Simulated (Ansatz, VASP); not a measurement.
Two plane-wave programs on SnO2

```xyz
6
Lattice="4.9175 -0.1283 -0.0377 -0.1283 4.9782 -0.1413 -0.0253 -0.0950 3.1665" Properties=species:S:1:pos:R:3 pbc="T T T"
Sn   -0.1682   -0.2465   -0.2506
Sn    2.1205    2.6715    1.4722
O     2.2591    1.1588    0.0546
O     0.9347    3.6122    1.7538
O     3.1042    3.8646   -0.3480
O     3.6847    0.9216    1.6203
```

Change from the starting cell: all atoms moved at random (sigma 0.3 Å a component), cell strained at random (sigma 0.03).

Alike in both runs: task single point; functional PBE; k mesh 6 × 6 × 8; occupations gaussian, width 0.05 eV; no spin polarisation.

|  | VASP | Ansatz |
| --- | --- | --- |
| version | VASP 6.6.1 | Ansatz 0.2.0 |
| potentials or method | VASP PAW PBE potentials, release 64 (Sn_d, O), cutoff 520 eV | scalar-relativistic, plane waves, PAW |
| valence electrons in the cell | 52 | 52 |

|  | VASP | Ansatz | Ansatz less VASP |
| --- | --- | --- | --- |
| gap on the k mesh at the Fermi level (eV) | none | none | - |
| pressure (GPa) | 46.8 | 50.4 | +3.59 |
| traceless stress, the component that is largest in VASP (GPa) | 39.71 | 43.17 | +3.458 |
| rms of the force components (eV/Å) | 9.064 | 9.996 | +0.9314 |

Atom by atom the forces differ by 0.988 eV/Å (rms over components). A gap of «none» marks a metal or a gap that the smearing closes. Both programs put the cell under a high pressure, so it lies far from rest at this level.
